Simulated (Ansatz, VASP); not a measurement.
W in VASP and in Ansatz

```
CELL_PARAMETERS angstrom
-1.59169 1.59169 1.59169
1.59169 -1.59169 1.59169
1.59169 1.59169 -1.59169
ATOMIC_POSITIONS crystal
W 0.00000 0.00000 0.00000
```

Alike in both runs: functional PBE; k mesh 16 × 16 × 16; occupations gaussian, width 0.3 eV; no spin polarisation.

Ansatz relaxed the structure, and its values are those at the end. VASP's run is a single point on that final structure, the one shown.

```csv
,VASP,Ansatz
version,VASP 6.6.1,Ansatz 0.2.0
potentials or method,"VASP PAW PBE potentials, release 64 (W_sv)","scalar-relativistic, plane waves, PAW"
plane-wave cutoff (eV),520,420
valence electrons in the cell,14,14
```

```tsv
	VASP	Ansatz	Ansatz less VASP
gap on the k mesh at the Fermi level (eV)	none	none	-
pressure (GPa)	0.4	0.0	-0.46
```

A gap of «none» marks a metal or a gap that the smearing closes. The functional is the same, so the differences come from potentials, cutoffs and numerics.

Neither program's run includes spin-orbit coupling.
